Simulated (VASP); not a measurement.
# Ag7B (Im-3m) in VASP: notebook

Ag7B is run at these levels: PBE; tasks: single point, relaxation of cell and atoms.

All numbers are computed with VASP 6.6.1; they aren't measurements. Logs are shortened: lines on timing, memory, paths and dates and some standing lists are left out, and cuts for length are marked.

## (1) The cell of the first run

The structure is cubic, space group Im-3m (No. 229). Conventional cell: a = 6.470 Å, b = 6.470 Å, c = 6.470 Å, α = 90.00°, β = 90.00°, γ = 90.00°. Within 3.7 Å of Ag (site symmetry 4/mmm) lie 12 Ag at 2.80 to 3.24 Å and 2 B at 3.24 Å. Within 3.7 Å of Ag (site symmetry -3m) lie 12 Ag at 2.80 to 3.24 Å and 2 B at 2.80 Å. B (site symmetry m-3m) has 14 Ag at 2.80 to 3.24 Å within 3.7 Å.

The cell was generated, and may not be a known phase.

## (2) Single point, PBE

File INCAR:

```
SYSTEM = Ag7B
PREC     = Accurate       ! precision mode
ENCUT    = 520            ! plane-wave cutoff, eV
EDIFF    = 1E-6           ! SCF threshold, eV
ISMEAR   = 0              ! smearing method
SIGMA    = 0.1            ! smearing width, eV
LREAL    = .False.        ! projectors in reciprocal space
LASPH    = .True.         ! aspherical terms in the spheres
NELM     = 100            ! most SCF steps
ALGO     = Fast           ! electronic algorithm
ISIF     = 2              ! what is computed and relaxed
LWAVE    = .False.        ! write WAVECAR
LCHARG   = .False.        ! write CHGCAR
GGA      = PE             ! functional
NBANDS   = 50             ! bands
```

File KPOINTS:

```
regular mesh
0
Gamma
  4 4 4
  0 0 0
```

File POSCAR:

```
Ag7B
1.0
   -3.2351020438      3.2351020438      3.2351020438
    3.2351020438     -3.2351020438      3.2351020438
    3.2351020438      3.2351020438     -3.2351020438
Ag B
7 1
Direct
    0.0000000000      0.5000000000      0.5000000000
    0.5000000000      0.5000000000      0.0000000000
    0.5000000000      0.0000000000      0.5000000000
    0.0000000000      0.0000000000      0.5000000000
    0.0000000000      0.5000000000      0.0000000000
    0.5000000000      0.0000000000      0.0000000000
    0.5000000000      0.5000000000      0.5000000000
    0.0000000000      0.0000000000      0.0000000000
```

Potentials or basis: VASP PAW PBE potentials, release 64 (Ag, B).

Started as:

```sh
$ cat potpaw_PBE.64/Ag/POTCAR potpaw_PBE.64/B/POTCAR > POTCAR
$ mpirun -np 1 vasp_std > vasp.out
```

OUTCAR:

```text
SYSTEM = Ag7B
   PREC = Accurate
   ENCUT = 520
   EDIFF = 1E-6
   ISMEAR = 0
   LREAL = .False.
   LASPH = .True.
   NELM = 100
   ISIF = 2
   GGA = PE

 ion  position               nearest neighbor table
   1  0.000  0.500  0.500-   4 2.80   5 2.80   6 2.80   7 2.80   5 2.80   4 2.80   7 2.80   6 2.80
                             2 3.24   2 3.24   3 3.24   3 3.24
   2  0.500  0.500  0.000-   4 2.80   5 2.80   6 2.80   7 2.80   7 2.80   6 2.80   5 2.80   4 2.80
                             3 3.24   1 3.24   1 3.24   3 3.24
   3  0.500  0.000  0.500-   4 2.80   5 2.80   6 2.80   7 2.80   6 2.80   7 2.80   4 2.80   5 2.80
                             2 3.24   1 3.24   1 3.24   2 3.24
   4  0.000  0.000  0.500-   1 2.80   2 2.80   3 2.80   8 2.80   8 2.80   1 2.80   3 2.80   2 2.80
                             7 3.24   5 3.24   5 3.24   6 3.24   7 3.24   6 3.24
   5  0.000  0.500  0.000-   1 2.80   2 2.80   3 2.80   8 2.80   1 2.80   8 2.80   2 2.80   3 2.80
                             7 3.24   4 3.24   4 3.24   7 3.24   6 3.24   6 3.24
   6  0.500  0.000  0.000-   1 2.80   2 2.80   3 2.80   8 2.80   3 2.80   2 2.80   8 2.80   1 2.80
                             7 3.24   7 3.24   4 3.24   4 3.24   5 3.24   5 3.24
   7  0.500  0.500  0.500-   1 2.80   2 2.80   3 2.80   8 2.80   2 2.80   3 2.80   1 2.80   8 2.80
                             6 3.24   6 3.24   4 3.24   5 3.24   4 3.24   5 3.24
   8  0.000  0.000  0.000-   4 2.80   5 2.80   6 2.80   7 2.80   4 2.80   5 2.80   6 2.80   7 2.80

  LATTYP: Found a body centered cubic cell.
 ALAT       =     6.4702040876

  Lattice vectors:

 A1 = (  -3.2351020438,   3.2351020438,   3.2351020438)
 A2 = (   3.2351020438,  -3.2351020438,   3.2351020438)
 A3 = (   3.2351020438,   3.2351020438,  -3.2351020438)

Analysis of symmetry for initial positions (statically):
=====================================================================
 Subroutine PRICEL returns:
 Original cell was already a primitive cell.

 Routine SETGRP: Setting up the symmetry group for a
 body centered cubic supercell.

 Subroutine GETGRP returns: Found 48 space group operations
 (whereof 48 operations were pure point group operations)
 out of a pool of 48 trial point group operations.

The static configuration has the point symmetry O_h .

Analysis of symmetry for dynamics (positions and initial velocities):
=====================================================================
 Subroutine PRICEL returns:
 Original cell was already a primitive cell.

 Routine SETGRP: Setting up the symmetry group for a
 body centered cubic supercell.

 Subroutine GETGRP returns: Found 48 space group operations
 (whereof 48 operations were pure point group operations)
 out of a pool of 48 trial point group operations.

The dynamic configuration has the point symmetry O_h .

 Subroutine INISYM returns: Found 48 space group operations
 (whereof 48 operations are pure point group operations),
 and found     1 'primitive' translations

----------------------------------------------------------------------------------------

                                     Primitive cell

  volume of cell :     135.4328

  direct lattice vectors                    reciprocal lattice vectors
    -3.235102044  3.235102044  3.235102044     0.000000000  0.154554630  0.154554630
     3.235102044 -3.235102044  3.235102044     0.154554630  0.000000000  0.154554630
     3.235102044  3.235102044 -3.235102044     0.154554630  0.154554630  0.000000000

  length of vectors
     5.603361108  5.603361108  5.603361108     0.218573254  0.218573254  0.218573254

  position of ions in fractional coordinates (direct lattice)
     0.000000000  0.500000000  0.500000000
     0.500000000  0.500000000  0.000000000
     0.500000000  0.000000000  0.500000000
     0.000000000  0.000000000  0.500000000
     0.000000000  0.500000000  0.000000000
     0.500000000  0.000000000  0.000000000
     0.500000000  0.500000000  0.500000000
     0.000000000  0.000000000  0.000000000

  ion indices of the primitive-cell ions
   primitive index   ion index
                 1           1
                 2           2
                 3           3
                 4           4
                 5           5
                 6           6
                 7           7
                 8           8

----------------------------------------------------------------------------------------

 KPOINTS: regular mesh

Automatic generation of k-mesh.
 Grid dimensions read from file:
 generate k-points for:    4    4    4

 Generating k-lattice:

  Cartesian coordinates                     Fractional coordinates (reciprocal lattice)
     0.000000000  0.038638658  0.038638658     0.250000000  0.000000000  0.000000000
     0.038638658  0.000000000  0.038638658     0.000000000  0.250000000  0.000000000
     0.038638658  0.038638658  0.000000000     0.000000000  0.000000000  0.250000000

  Length of vectors
     0.054643314  0.054643314  0.054643314

  Shift w.r.t. Gamma in fractional coordinates (k-lattice)
     0.000000000  0.000000000  0.000000000

 Subroutine IBZKPT returns following result:
 ===========================================

 Found      8 irreducible k-points:

 Following reciprocal coordinates:
            Coordinates               Weight
  0.000000  0.000000  0.000000      1.000000
  0.250000  0.000000  0.000000     12.000000
  0.500000  0.000000  0.000000      6.000000
  0.250000  0.250000  0.000000     24.000000
  0.250000  0.250000  0.250000      2.000000
 -0.250000  0.250000  0.250000      6.000000
  0.500000  0.500000  0.250000     12.000000
  0.500000  0.500000  0.500000      1.000000
   k-points           NKPTS =      8   k-points in BZ     NKDIM =      8   number of bands    NBANDS=     50
   number of dos      NEDOS =    301   number of ions     NIONS =      8
   total plane-waves  NPLWV =  74088
   dimension x,y,z NGX =    42 NGY =   42 NGZ =   42
   dimension x,y,z NGXF=    84 NGYF=   84 NGZF=   84
   ions per type =               7   1
   NGX,Y,Z   is equivalent  to a cutoff of  12.46, 12.46, 12.46 a.u.
   NGXF,Y,Z  is equivalent  to a cutoff of  24.92, 24.92, 24.92 a.u.
 SYSTEM =  Ag7B
   PREC   = accura    normal or accurate (medium, high low for compatibility)
   ISTART =      0    job   : 0-new  1-cont  2-samecut
   ICHARG =      2    charge: 1-file 2-atom 10-const
   ISPIN  =      1    spin polarized calculation?
   LNONCOLLINEAR =      F non collinear calculations
   LSORBIT =      F    spin-orbit coupling
   LASPH  =      T    aspherical Exc in radial PAW
   ENCUT  =  520.0 eV  38.22 Ry    6.18 a.u.  10.42 10.42 10.42*2*pi/ulx,y,z
   NELM   =    100;   NELMIN=  2; NELMDL= -5     # of ELM steps
   EDIFF  = 0.1E-05   stopping-criterion for ELM
   LREAL  =      F    real-space projection
[... 7 lines left out ...]
   TEBEG  =    0.0;   TEEND  =   0.0 temperature during run
   PSTRESS=    0.0 pullay stress
   NELECT =      80.0000    total number of electrons
   NUPDOWN=      -1.0000    fix difference up-down
   EMIN   =  10.00;   EMAX   =-10.00  energy-range for DOS
   EFERMI =   0.00;   METHOD = LEGACY
   ISMEAR =     0;   SIGMA  =   0.10  broadening in eV -4-tet -1-fermi 0-gaus
   EFERMI_NEDOS =   21; number of points for ismear=-14 and -15
   IALGO  =     68    algorithm
   IMIX   =      4    mixing-type and parameters
     AMIX     =   0.40;   BMIX     =  1.00
     AMIX_MAG =   1.60;   BMIX_MAG =  1.00
  volume/ion in A,a.u.               =      16.93       114.24
  Fermi-wavevector in a.u.,A,eV,Ry     =   1.373610  2.595747 25.671541  1.886805
  Thomas-Fermi vector in A             =   2.499112
   LORBIT       =      0    0 simple, 1 ext, 2 COOP (PROOUT), +10 PAW based schemes
   GGA     = PE    functional components
   LHFCALC =     F    Hartree Fock is set to
   AEXX    =    0.0000 exact exchange contribution
   IVDW    =     0    specifies the selected vdW correction
   LEPSILON=     F    determine dielectric tensor
   LRPA    =     F    only Hartree local field effects (RPA)
 non-spin polarized calculation
 RMM-DIIS sequential band-by-band and
 Gauss-broadening in eV      SIGMA  =   0.10
  energy-cutoff  :      520.00
  volume of cell :      135.43
 maximum number of plane-waves:      3661
 NGX is ok and might be reduce to    42
   NGX = 21   NGY = 21   NGZ = 21

 number of electron      79.9999964 magnetization

 Free energy of the ion-electron system (eV)
  ---------------------------------------------------
  ext. energy  EPLUGINS =         0.00000000
  ---------------------------------------------------
  free energy    TOTEN  =       -22.04021347 eV

  energy without entropy =      -22.00937329  energy(sigma->0) =      -22.02479338

 E-fermi :   7.4293     XC(G=0): -11.8489

 val. band max:        7.3725069663   @ k =   0.2500   0.2500   0.0000
 cond. band min:       7.4458477149   @ k =   0.5000   0.0000   0.0000
 fundamental gap:      0.0733407487
 Fermi energy:         7.4293132366

 k-point     1 :       0.0000    0.0000    0.0000
  band No.  band energies     occupation
      1      -0.6911      2.00000
      2       0.7694      2.00000
      3       1.1206      2.00000
      4       1.1206      2.00000
      5       1.3090      2.00000
      6       1.3090      2.00000
[... 42 lines left out ...]
     49      12.6846      0.00000
     50      12.6846      0.00000

 k-point     2 :       0.2500    0.0000    0.0000
  band No.  band energies     occupation
      1      -0.2692      2.00000
      2       1.0258      2.00000
      3       1.3213      2.00000
      4       1.3799      2.00000
      5       1.4755      2.00000
      6       1.4972      2.00000
[... 42 lines left out ...]
     49      12.7776      0.00000
     50      13.6764      0.00000

 k-point     3 :       0.5000    0.0000    0.0000
  band No.  band energies     occupation
      1       0.4284      2.00000
      2       1.2091      2.00000
      3       1.5928      2.00000
      4       1.6730      2.00000
      5       1.7072      2.00000
      6       1.7380      2.00000
[... 42 lines left out ...]
     49      14.4073      0.00000
     50      15.1583      0.00000

 k-point     4 :       0.2500    0.2500    0.0000
  band No.  band energies     occupation
      1       0.3711      2.00000
      2       1.3959      2.00000
      3       1.6210      2.00000
      4       1.6882      2.00000
      5       1.7837      2.00000
      6       1.8299      2.00000
[... 42 lines left out ...]
     49      13.8408      0.00000
     50      14.6504      0.00000

 k-point     5 :       0.2500    0.2500    0.2500
  band No.  band energies     occupation
      1       0.6552      2.00000
      2       1.9941      2.00000
      3       1.9941      2.00000
      4       1.9941      2.00000
      5       2.1576      2.00000
      6       2.1576      2.00000
[... 42 lines left out ...]
     49      12.9006      0.00000
     50      12.9006      0.00000

 k-point     6 :      -0.2500    0.2500    0.2500
  band No.  band energies     occupation
      1       0.1095      2.00000
      2       1.2799      2.00000
      3       1.5313      2.00000
      4       1.6364      2.00000
      5       1.6604      2.00000
      6       1.6604      2.00000
[... 42 lines left out ...]
     49      14.9993      0.00000
     50      15.1090      0.00000

 k-point     7 :       0.5000    0.5000    0.2500
  band No.  band energies     occupation
      1       0.6694      2.00000
      2       1.6124      2.00000
      3       1.8192      2.00000
      4       1.8994      2.00000
      5       1.9050      2.00000
      6       1.9573      2.00000
[... 42 lines left out ...]
     49      15.0249      0.00000
     50      15.5584      0.00000

 k-point     8 :       0.5000    0.5000    0.5000
  band No.  band energies     occupation
      1       0.9607      2.00000
      2       2.1353      2.00000
      3       2.1353      2.00000
      4       2.1353      2.00000
      5       2.2604      2.00000
      6       2.2604      2.00000
[... 42 lines left out ...]
     49      13.6292      0.00000
     50      16.2771      0.00000

------------------------ aborting loop because EDIFF is reached ----------------------------------------

  FORCE on cell =-STRESS in cart. coord.  units (eV):
  Direction    XX          YY          ZZ          XY          YZ          ZX
  --------------------------------------------------------------------------------------
  -------------------------------------------------------------------------------------
  Total       -0.1516127     -0.1516127     -0.1516127     -0.0000000      0.0000000     -0.0000000
  in kB       -1.7935860     -1.7935860     -1.7935860     -0.0000000      0.0000000     -0.0000000
  external PRESSURE =      -1.7935860 kB  Pullay stress =       0.0000000 kB

 VOLUME and BASIS-vectors are now :
 -----------------------------------------------------------------------------
  energy-cutoff  :      520.00
  volume of cell :      135.43
      direct lattice vectors                 reciprocal lattice vectors
    -3.235102044  3.235102044  3.235102044     0.000000000  0.154554630  0.154554630
     3.235102044 -3.235102044  3.235102044     0.154554630  0.000000000  0.154554630
     3.235102044  3.235102044 -3.235102044     0.154554630  0.154554630  0.000000000

 POSITION                                       TOTAL-FORCE (eV/Angst)
 -----------------------------------------------------------------------------------
      3.23510      0.00000      0.00000        -0.000000     -0.000000      0.000000
      0.00000      0.00000      3.23510        -0.000000      0.000000      0.000000
      0.00000      3.23510      0.00000         0.000000      0.000000     -0.000000
      1.61755      1.61755     -1.61755         0.000000      0.000000     -0.000000
      1.61755     -1.61755      1.61755         0.000000      0.000000     -0.000000
     -1.61755      1.61755      1.61755        -0.000000     -0.000000     -0.000000
      1.61755      1.61755      1.61755         0.000000     -0.000000      0.000000
      0.00000      0.00000      0.00000        -0.000000      0.000000      0.000000
 -----------------------------------------------------------------------------------
    total drift:                               -0.000000     -0.000000      0.000000

  FREE ENERGIE OF THE ION-ELECTRON SYSTEM (eV)
  ---------------------------------------------------
  free  energy   TOTEN  =       -22.0402134684 eV

  energy  without entropy=      -22.0093732899  energy(sigma->0) =      -22.02479338
```

Run time: 40 s. Hardware: 1 thread of Intel Xeon Platinum 8559C (Emerald Rapids), shared host; peak memory 0.27 GiB.

Results:

* Free energy: -22.0402 eV
* Pressure: -0.2 GPa
* Band gap on the k mesh: zero (bands 40 and 41 overlap by 3.60 eV)

## (3) Single point, PBE

This run uses another cell than the first one, of 19.27 Å³/atom.

File INCAR:

```
SYSTEM = Ag7B
  ALGO = Normal
  EDIFF = 1E-6
  ENCUT = 520
  GGA = PE
  ISIF = 2
  ISMEAR = 0
  LASPH = .True.
  LCHARG = .False.
  LREAL = .False.
  LWAVE = .False.
  NBANDS = 50
  NELM = 80
  PREC = Accurate
  SIGMA = 0.1
```

File KPOINTS:

```
k-points
0
Gamma
  4 4 4
  0 0 0
```

POSCAR: that of step 2 with these lines changed.

```diff
@@ -2,5 +2,5 @@
 1.0
-   -3.2351020438      3.2351020438      3.2351020438
-    3.2351020438     -3.2351020438      3.2351020438
-    3.2351020438      3.2351020438     -3.2351020438
+   -3.3777982100      3.3777982100      3.3777982100
+    3.3777982100     -3.3777982100      3.3777982100
+    3.3777982100      3.3777982100     -3.3777982100
 Ag B
```

Potentials or basis: VASP PAW PBE potentials, release 64 (Ag, B).

Started as:

```sh
$ cat potpaw_PBE.64/Ag/POTCAR potpaw_PBE.64/B/POTCAR > POTCAR
$ mpirun -np 1 vasp_std > vasp.out
```

Wall time 57 s (1 thread of Intel Xeon Platinum 8559C (Emerald Rapids), shared host); peak memory 0.32 GiB.

The run converged. Its results:

```yaml
Free_energy: -21.4814 eV
Pressure: -8.3 GPa
Band_gap_on_the_k_mesh: zero (bands 40 and 41 overlap by 3.09 eV)
```

Levels at points of the mesh, in eV from the Fermi level:
```tsv
k point	band 38	band 39	band 40	band 41	band 42	band 43
(0.00, 0.00, 0.00)	-0.82	-0.82	-0.82	0.36	0.36	0.36
(0.50, 0.00, 0.00)	-1.52	-0.37	-0.21	-0.03	1.78	2.38
(0.50, 0.50, 0.50)	-2.06	-1.82	-1.82	-1.82	2.68	3.38
```

Caveat: the cell stands under tension.

## (4) Single point, PBE

This run uses another cell than the first one, of 16.85 Å³/atom.

File INCAR:

```
PREC = Accurate
ENCUT = 520
EDIFF = 1E-6
ISMEAR = 0
SIGMA = 0.1
LREAL = False
LASPH = True
NELM = 80
ALGO = Fast
ISIF = 2
LWAVE = False
LCHARG = False
GGA = PE
NBANDS = 50
```

File KPOINTS:

```
Automatic mesh
0
Gamma
  8 8 8
```

POSCAR: that of step 3 with these lines changed.

```diff
@@ -2,5 +2,5 @@
 1.0
-   -3.3777982100      3.3777982100      3.3777982100
-    3.3777982100     -3.3777982100      3.3777982100
-    3.3777982100      3.3777982100     -3.3777982100
+   -3.2299295580      3.2299295580      3.2299295580
+    3.2299295580     -3.2299295580      3.2299295580
+    3.2299295580      3.2299295580     -3.2299295580
 Ag B
```

Started as:

```sh
$ cat potpaw_PBE.64/Ag/POTCAR potpaw_PBE.64/B/POTCAR > POTCAR
$ mpirun -np 1 vasp_std > vasp.out
```

It took 2.2 min on 1 thread of Intel Xeon Platinum 8559C (Emerald Rapids), shared host; peak memory 0.33 GiB.

The run converged. Its results:

| Property | Result |
| --- | --- |
| Free energy | -22.0360 eV |
| Pressure | -0.2 GPa |
| Band gap on the k mesh | zero (bands 40 and 41 overlap by 3.58 eV) |

Levels at points of the mesh, in eV from the Fermi level:
```csv
k point,band 36,band 37,band 38,band 39,band 40,band 41,band 42,band 43,band 44,band 45
"(0.00, 0.00, 0.00)",-2.59,-1.53,-1.53,-1.53,-0.84,-0.07,-0.07,-0.07,3.73,3.73
"(0.50, 0.00, 0.00)",-3.11,-2.72,-1.68,-0.59,-0.46,-0.15,1.70,2.55,2.78,3.11
"(0.50, 0.50, 0.50)",-3.45,-2.35,-2.35,-2.11,-2.11,-2.11,3.01,3.45,3.45,3.45
```

(Continued in part 2 of 2.)

The gap in the log of VASP goes by the Fermi energy; the results here count the filled bands.